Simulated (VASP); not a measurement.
## CuO: single point with PBEsol

CuO:

```
CELL_PARAMETERS angstrom
2.34465 -1.71340 0.00000
2.34465 1.71340 0.00000
-0.86055 0.00000 5.05944
ATOMIC_POSITIONS crystal
Cu 0.00320 0.49680 0.00000
Cu 0.49680 0.00320 0.50000
O 0.57140 0.40560 0.25370
O 0.40560 0.57140 0.75370
```

```
Program             : VASP 6.6.1
Task                : single point
Functional          : PBEsol
Potentials or basis : VASP PAW PBE potentials, release 64 (Cu, O)
Cutoff              : 520 eV
k mesh              : 8 × 8 × 4
Occupations         : gaussian, width 0.4 eV
Spin                : no spin polarisation
```

- Pressure: -1.8 GPa
- Largest force: 0.762 eV/Å
- Band gap on the k mesh: zero (bands 17 and 18 overlap by 0.69 eV)

Forces in eV/Å, atoms in the order of the input:
```
Cu  -0.627  0.326  0.241
Cu  -0.627 -0.326  0.241
O    0.627  0.359 -0.241
O    0.627 -0.359 -0.241
```

Stress tensor (GPa, compression positive):
```
-2.32  0.00 -0.86
 0.00 -0.01  0.00
-0.86  0.00 -3.14
```

Levels at points of the mesh, in eV from the Fermi level:
| k point | band 13 | band 14 | band 15 | band 16 | band 17 | band 18 | band 19 | band 20 | band 21 | band 22 |
| --- | --- | --- | --- | --- | --- | --- | --- | --- | --- | --- |
| (0.00, 0.00, 0.00) | -2.31 | -2.21 | -2.13 | -1.63 | 0.23 | 0.93 | 1.66 | 5.92 | 8.10 | 13.23 |
| (0.50, 0.00, 0.00) | -2.03 | -1.58 | -1.47 | -1.39 | -0.04 | 0.29 | 4.80 | 6.22 | 6.91 | 11.01 |
| (0.50, 0.50, 0.00) | -2.12 | -2.12 | -1.69 | -1.21 | -0.63 | 1.07 | 3.27 | 6.96 | 8.48 | 9.94 |
| (0.00, 0.00, 0.50) | -2.22 | -2.22 | -1.45 | -1.45 | 0.25 | 0.25 | 3.87 | 3.87 | 11.57 | 11.57 |
| (0.50, 0.00, 0.50) | -2.19 | -2.14 | -1.73 | -1.59 | -0.09 | 0.75 | 5.05 | 6.47 | 7.98 | 8.48 |
| (0.50, 0.50, 0.50) | -1.64 | -1.64 | -1.29 | -1.29 | -0.43 | -0.43 | 5.13 | 5.13 | 8.93 | 8.93 |

Wall time 2.2 min on 1 thread of Intel Xeon 8259CL, with other jobs on the host, peak memory 0.21 GiB.

Caveat: so wide a smearing shifts energies and pressures; the PAW data sets were made with another functional, which shifts forces and pressure a little; semilocal functionals often make such compounds metallic where correlation or magnetic order opens a gap, which also shifts bond lengths. With open d or f shells a metallic result of PBEsol can be an artefact of self-interaction; +U or a hybrid may open a gap.
